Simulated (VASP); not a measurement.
# GaSb (qq12) (F-43m) in VASP: vibrations by perturbation theory with LDA

Aim: the vibrations by perturbation theory of GaSb (qq12) with LDA.

Program: VASP 6.6.1. These are calculated values, not measurements. Logs are shortened: lines on timing, memory, paths and dates and some standing lists are left out, and cuts for length are marked.

## 1. The cell of the first run

Symmetry: F-43m, No. 216, cubic system. The conventional cell has a = 6.047 Å, b = 6.047 Å, c = 6.047 Å, α = 90.00°, β = 90.00°, γ = 90.00°. Ga (site symmetry -43m) has 4 Sb at 2.62 Å within 3.5 Å. Within 3.5 Å of Sb (site symmetry -43m) lie 4 Ga at 2.62 Å.

## 2. Vibrations by perturbation theory, LDA

Input file INCAR:

```
SYSTEM = GaSb
ALGO = Normal
EDIFF = 1E-8
ENCUT = 500
GGA_COMPAT = .False.
IBRION = 8
ISIF = 2
ISMEAR = 0
LASPH = .True.
LCHARG = .True.
LREAL = .False.
LWAVE = .False.
NELM = 120
NSW = 1
PREC = Accurate
SIGMA = 0.01
```

Input file KPOINTS:

```
k-points
0
Gamma
  8 8 8
  0 0 0
```

Input file POSCAR:

```
GaSb
1.0
    0.0000000000      3.0234172710      3.0234172710
    3.0234172710      0.0000000000      3.0234172710
    3.0234172710      3.0234172710      0.0000000000
Ga Sb
1 1
Direct
    0.0000000000      0.0000000000      0.0000000000
    0.2500000000      0.2500000000      0.2500000000
```

Potentials or basis: VASP PAW LDA potentials, release 64 (Ga_d, Sb).

Started as:

```bash
cat potpaw_LDA.64/Ga_d/POTCAR potpaw_LDA.64/Sb/POTCAR > POTCAR
mpirun -np 1 vasp_std > vasp.out
```

OUTCAR:

```text
SYSTEM = GaSb
   EDIFF = 1E-8
   ENCUT = 500
   IBRION = 8
   ISIF = 2
   ISMEAR = 0
   LASPH = .True.
   LREAL = .False.
   NELM = 120
   NSW = 1
   PREC = Accurate

 ion  position               nearest neighbor table
   1  0.000  0.000  0.000-   2 2.62   2 2.62   2 2.62   2 2.62
   2  0.250  0.250  0.250-   1 2.62   1 2.62   1 2.62   1 2.62

  LATTYP: Found a face centered cubic cell.
 ALAT       =     6.0468345420

  Lattice vectors:

 A1 = (   0.0000000000,   3.0234172710,   3.0234172710)
 A2 = (   3.0234172710,   0.0000000000,   3.0234172710)
 A3 = (   3.0234172710,   3.0234172710,   0.0000000000)

Analysis of symmetry for initial positions (statically):
=====================================================================
 Subroutine PRICEL returns:
 Original cell was already a primitive cell.

 Routine SETGRP: Setting up the symmetry group for a
 face centered cubic supercell.

 Subroutine GETGRP returns: Found 24 space group operations
 (whereof 24 operations were pure point group operations)
 out of a pool of 48 trial point group operations.

The static configuration has the point symmetry T_d .

Analysis of symmetry for dynamics (positions and initial velocities):
=====================================================================
 Subroutine PRICEL returns:
 Original cell was already a primitive cell.

 Routine SETGRP: Setting up the symmetry group for a
 face centered cubic supercell.

 Subroutine GETGRP returns: Found 24 space group operations
 (whereof 24 operations were pure point group operations)
 out of a pool of 48 trial point group operations.

The dynamic configuration has the point symmetry T_d .

 Subroutine INISYM returns: Found 24 space group operations
 (whereof 24 operations are pure point group operations),
 and found     1 'primitive' translations

----------------------------------------------------------------------------------------

                                     Primitive cell

  volume of cell :      55.2744

  direct lattice vectors                    reciprocal lattice vectors
     0.000000000  3.023417271  3.023417271    -0.165375783  0.165375783  0.165375783
     3.023417271  0.000000000  3.023417271     0.165375783 -0.165375783  0.165375783
     3.023417271  3.023417271  0.000000000     0.165375783  0.165375783 -0.165375783

  length of vectors
     4.275757709  4.275757709  4.275757709     0.286439259  0.286439259  0.286439259

  position of ions in fractional coordinates (direct lattice)
     0.000000000  0.000000000  0.000000000
     0.250000000  0.250000000  0.250000000

  ion indices of the primitive-cell ions
   primitive index   ion index
                 1           1
                 2           2

----------------------------------------------------------------------------------------

 KPOINTS: k-points

Automatic generation of k-mesh.
 Grid dimensions read from file:
 generate k-points for:    8    8    8

 Generating k-lattice:

  Cartesian coordinates                     Fractional coordinates (reciprocal lattice)
    -0.020671973  0.020671973  0.020671973     0.125000000  0.000000000  0.000000000
     0.020671973 -0.020671973  0.020671973     0.000000000  0.125000000  0.000000000
     0.020671973  0.020671973 -0.020671973     0.000000000  0.000000000  0.125000000

  Length of vectors
     0.035804907  0.035804907  0.035804907

  Shift w.r.t. Gamma in fractional coordinates (k-lattice)
     0.000000000  0.000000000  0.000000000

 Subroutine IBZKPT returns following result:
 ===========================================

 Found     29 irreducible k-points:

 Following reciprocal coordinates:
            Coordinates               Weight
  0.000000  0.000000  0.000000      1.000000
  0.125000  0.000000  0.000000      8.000000
  0.250000  0.000000  0.000000      8.000000
  0.375000  0.000000  0.000000      8.000000
  0.500000  0.000000  0.000000      4.000000
  0.125000  0.125000  0.000000      6.000000
[... 16 lines left out ...]
  0.500000  0.250000  0.125000     48.000000
 -0.375000  0.250000  0.125000     24.000000
 [... further k-points ...]
   k-points           NKPTS =     29   k-points in BZ     NKDIM =     29   number of bands    NBANDS=     13
   number of dos      NEDOS =    301   number of ions     NIONS =      2
   total plane-waves  NPLWV =  32768
   dimension x,y,z NGX =    32 NGY =   32 NGZ =   32
   dimension x,y,z NGXF=    64 NGYF=   64 NGZF=   64
   ions per type =               1   1
   NGX,Y,Z   is equivalent  to a cutoff of  12.44, 12.44, 12.44 a.u.
   NGXF,Y,Z  is equivalent  to a cutoff of  24.88, 24.88, 24.88 a.u.
 SYSTEM =  GaSb
   PREC   = accura    normal or accurate (medium, high low for compatibility)
   ISTART =      0    job   : 0-new  1-cont  2-samecut
   ICHARG =      2    charge: 1-file 2-atom 10-const
   ISPIN  =      1    spin polarized calculation?
   LNONCOLLINEAR =      F non collinear calculations
   LSORBIT =      F    spin-orbit coupling
   LASPH  =      T    aspherical Exc in radial PAW
   ENCUT  =  500.0 eV  36.75 Ry    6.06 a.u.   7.80  7.80  7.80*2*pi/ulx,y,z
   NELM   =    120;   NELMIN=  2; NELMDL= -5     # of ELM steps
   EDIFF  = 0.1E-07   stopping-criterion for ELM
   LREAL  =      F    real-space projection
   EDIFFG = 0.1E-06   stopping-criterion for IOM
   NSW    =      1    number of steps for IOM
   IBRION =      8    ionic relax: 0-MD 1-quasi-New 2-CG
   NFREE  =      0    steps in history (QN), initial steepest desc. (CG)
   ISIF   =      2    stress and relaxation
   ISYM   =      2    0-nonsym 1-usesym 2-fastsym
   POTIM  = 0.5000    time-step for ionic-motion
   TEBEG  =    0.0;   TEEND  =   0.0 temperature during run
   PSTRESS=    0.0 pullay stress
   NELECT =      18.0000    total number of electrons
   NUPDOWN=      -1.0000    fix difference up-down
   EMIN   =  10.00;   EMAX   =-10.00  energy-range for DOS
   EFERMI =   0.00;   METHOD = LEGACY
   ISMEAR =     0;   SIGMA  =   0.01  broadening in eV -4-tet -1-fermi 0-gaus
   EFERMI_NEDOS =   21; number of points for ismear=-14 and -15
   IALGO  =     38    algorithm
   IMIX   =      4    mixing-type and parameters
     AMIX     =   0.40;   BMIX     =  1.00
     AMIX_MAG =   1.60;   BMIX_MAG =  1.00
  volume/ion in A,a.u.               =      27.64       186.51
  Fermi-wavevector in a.u.,A,eV,Ry     =   1.126309  2.128416 17.259971  1.268572
  Thomas-Fermi vector in A             =   2.262990
   LORBIT       =      0    0 simple, 1 ext, 2 COOP (PROOUT), +10 PAW based schemes
   GGA     = CA    functional components
   LHFCALC =     F    Hartree Fock is set to
   AEXX    =    0.0000 exact exchange contribution
   IVDW    =     0    specifies the selected vdW correction
   LEPSILON=     F    determine dielectric tensor
   LRPA    =     F    only Hartree local field effects (RPA)
 non-spin polarized calculation
 Gauss-broadening in eV      SIGMA  =   0.01
  energy-cutoff  :      500.00
  volume of cell :       55.27
 maximum number of plane-waves:      1424
   NGX = 15   NGY = 15   NGZ = 15

--------------------------------------- Ionic step        1  -------------------------------------------

 number of electron      17.9999990 magnetization

 Free energy of the ion-electron system (eV)
  ---------------------------------------------------
  ext. energy  EPLUGINS =         0.00000000
  ---------------------------------------------------
  free energy    TOTEN  =        -8.66631992 eV

  energy without entropy =       -8.66631992  energy(sigma->0) =       -8.66631992

 E-fermi :   5.1029     XC(G=0):  -9.5479

 val. band max:        5.0491121215   @ k =   0.0000   0.0000   0.0000
 cond. band min:       5.1753524085   @ k =   0.0000   0.0000   0.0000
 fundamental gap:      0.1262402869
 Fermi energy:         5.1029487111

 k-point     1 :       0.0000    0.0000    0.0000
  band No.  band energies     occupation
      1     -10.1719      2.00000
      2     -10.1719      2.00000
      3     -10.1719      2.00000
      4     -10.1171      2.00000
      5     -10.1171      2.00000
      6      -6.7168      2.00000
      7       5.0491      2.00000
      8       5.0491      2.00000
      9       5.0491      2.00000
     10       5.1754      0.00000
     11       7.7871      0.00000
     12       7.7871      0.00000
     13       7.7871      0.00000
[... 354 lines left out ...]
  band No.  band energies     occupation
      1     -10.2090      2.00000
      2     -10.1565      2.00000
      3     -10.1532      2.00000
      4     -10.1208      2.00000
      5     -10.1172      2.00000
      6      -4.6321      2.00000
      7      -1.4871      2.00000
      8       1.7962      2.00000
      9       3.0514      2.00000
     10       7.3596      0.00000
     11       8.3962      0.00000
     12      10.4687      0.00000
     13      11.4983      0.00000

 [... further k-points ...]
[... 5 lines left out ...]
  --------------------------------------------------------------------------------------
  -------------------------------------------------------------------------------------
  Total        0.0763668      0.0763668      0.0763668      0.0000000      0.0000000      0.0000000
  in kB        2.2135575      2.2135575      2.2135575      0.0000000      0.0000000      0.0000000
  external PRESSURE =       2.2135575 kB  Pullay stress =       0.0000000 kB

 VOLUME and BASIS-vectors are now :
 -----------------------------------------------------------------------------
  energy-cutoff  :      500.00
  volume of cell :       55.27
      direct lattice vectors                 reciprocal lattice vectors
     0.000000000  3.023417271  3.023417271    -0.165375783  0.165375783  0.165375783
     3.023417271  0.000000000  3.023417271     0.165375783 -0.165375783  0.165375783
     3.023417271  3.023417271  0.000000000     0.165375783  0.165375783 -0.165375783

 POSITION                                       TOTAL-FORCE (eV/Angst)
 -----------------------------------------------------------------------------------
      0.00000      0.00000      0.00000        -0.000000     -0.000000     -0.000000
      1.51171      1.51171      1.51171         0.000000      0.000000      0.000000
 -----------------------------------------------------------------------------------
    total drift:                                0.000000      0.000000      0.000000

  FREE ENERGIE OF THE ION-ELECTRON SYSTEM (eV)
  ---------------------------------------------------
  free  energy   TOTEN  =        -8.6663199194 eV

  energy  without entropy=       -8.6663199194  energy(sigma->0) =       -8.66631992

[... ionic steps 2 to 3 ...]

--------------------------------------- Ionic step        4  -------------------------------------------

------------------------ aborting loop because EDIFF is reached ----------------------------------------

[... ionic steps 5 to 6 ...]

--------------------------------------- Ionic step        7  -------------------------------------------

 Free energy of the ion-electron system (eV)
  ---------------------------------------------------
  ---------------------------------------------------
  free energy    TOTEN  =        -0.02649549 eV

  energy without entropy =       -0.02649549

------------------------ aborting loop because EDIFF is reached ----------------------------------------

 INTERNAL STRAIN TENSOR  FOR ION    2  DIRECTION 1   (eV/Angst):
 -----------------------------------------------------------------------------
     0.01447  0.00000  0.00000
     0.00000 -0.00439 -7.07348
     0.00000 -7.07348 -0.00439

 INTERNAL STRAIN TENSOR FOR ION    2 for displacements in x,y,z  (eV/Angst):
          X           Y           Z          XY          YZ          ZX
  --------------------------------------------------------------------------------
  x     0.00000    -0.00000    -0.00000     0.00000    -7.07348     0.00000
  y    -0.00000     0.00000    -0.00000     0.00000     0.00000    -7.07348
  z    -0.00000    -0.00000     0.00000    -7.07348     0.00000     0.00000

 SECOND DERIVATIVES (NOT SYMMETRIZED)
 ------------------------------------
               1X          1Y          1Z          2X          2Y          2Z
  1X    -8.457824    0.000000    0.000000    8.457824   -0.000000   -0.000000
  1Y     0.000000   -8.457824    0.000000   -0.000000    8.457824   -0.000000
  1Z     0.000000    0.000000   -8.457824   -0.000000   -0.000000    8.457824
  2X     8.524727    0.000000    0.000000   -8.524727    0.000000    0.000000
  2Y     0.000000    8.524727    0.000000    0.000000   -8.524727    0.000000
  2Z     0.000000    0.000000    8.524727    0.000000    0.000000   -8.524727

 Eigenvectors and eigenvalues of the dynamical matrix
 ----------------------------------------------------

   1 f  =    6.838119 THz    42.965169 2PiTHz  228.095097 cm-1    28.280175 meV
             X         Y         Z           dx          dy          dz
      0.000000  0.000000  0.000000    -0.000000   -0.796262   -0.000000
      1.511709  1.511709  1.511709     0.000000    0.604952   -0.000000
[... 21 lines left out ...]
   6 f/i=    0.012977 THz     0.081534 2PiTHz    0.432852 cm-1     0.053667 meV
             X         Y         Z           dx          dy          dz
      0.000000  0.000000  0.000000     0.495909    0.326430   -0.116127
      1.511709  1.511709  1.511709     0.652734    0.429659   -0.152851

--------------------------------------------------------------------------------------------------------

 ELASTIC MODULI CONTR FROM IONIC RELAXATION (kBar)
 Direction    XX          YY          ZZ          XY          YZ          ZX
 --------------------------------------------------------------------------------
 XX          -0.0000      0.0000      0.0000     -0.0000      0.0000      0.0000
 YY           0.0000     -0.0000     -0.0000     -0.0000     -0.0000      0.0000
 ZZ           0.0000     -0.0000     -0.0000      0.0000     -0.0000      0.0000
 XY          -0.0000     -0.0000      0.0000   -173.5324     -0.0000     -0.0000
 YZ           0.0000     -0.0000     -0.0000     -0.0000   -173.5324      0.0000
 ZX           0.0000      0.0000      0.0000     -0.0000      0.0000   -173.5324
 --------------------------------------------------------------------------------
```

It took 1.7 min on 1 thread of Intel Xeon Platinum 8559C (Emerald Rapids), shared host; peak memory 0.3 GiB.

What came out:

| Property | Result |
| --- | --- |
| Highest phonon frequency at Γ, LO-TO splitting left out | 228 cm⁻¹ |

Phonon frequencies in cm⁻¹ (negative: imaginary):
```
              q point        frequencies
(0.000, 0.000, 0.000)  0 0 0 228 228 228
```

Caveat: spin-orbit coupling is left out, which moves the levels of the heavy elements.
